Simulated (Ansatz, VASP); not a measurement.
# Two plane-wave programs on H4CO

```
C O H
1.0
     7.38032    0.00000    0.00000
     0.00000    7.38032    0.00000
     0.00000    0.00000    7.38032
C O H
6 6 24
Cartesian
  4.9459 3.5580 1.5111
  0.0801 5.8810 6.4887
  3.0305 2.4248 4.9414
  1.2607 5.6414 2.6690
  7.0648 2.0436 3.8337
  4.4231 0.1262 0.8545
  4.0594 4.3527 0.7221
  0.9972 4.9331 5.9685
  4.1695 2.5943 5.8261
  1.6546 4.3545 2.1936
  6.6613 3.1573 4.6446
  4.8447 -0.2200 2.1742
  5.0497 4.0459 2.4898
  3.9652 3.9068 -0.1504
  4.5425 2.5440 1.6767
  5.9467 3.4781 1.0509
  0.6605 6.6903 6.9551
  0.4565 4.2543 5.5021
  -0.5577 6.3240 5.7017
  -0.5812 5.4466 7.2619
  2.9316 3.3436 4.3553
  4.2788 1.7689 6.3290
  3.1904 1.5712 4.2666
  2.1146 2.2792 5.5288
  0.2241 5.5593 3.0242
  2.4353 4.4675 1.6042
  1.8751 5.9749 3.5258
  1.3029 6.4076 1.8735
  7.7814 2.4221 3.0945
  5.7938 2.9446 5.0533
  7.5530 1.2597 4.4379
  6.2079 1.5921 3.3128
  3.5497 0.7979 0.9677
  5.4517 -0.9732 2.0897
  5.2350 0.6652 0.3093
  4.1186 -0.7712 0.2793
```

Alike in both runs: functional PBE; dispersion D3(BJ); k mesh 1 × 1 × 1; occupations fermi-dirac, width 0.05 eV; no spin polarisation.

Ansatz relaxed the structure, and its values are those at the end. VASP's run is a single point on that final structure, the one shown.

|  | VASP | Ansatz |
| --- | --- | --- |
| version | VASP 6.6.1 | Ansatz 0.2.0 |
| potentials or method | VASP PAW PBE potentials, release 64 (C, O, H), cutoff 520 eV | scalar-relativistic, plane waves, PAW |
| valence electrons in the cell | 84 | 84 |

|  | VASP | Ansatz | Ansatz less VASP |
| --- | --- | --- | --- |
| rms of the force components (eV/Å) | 0.067 | 0.059 | -0.0078 |
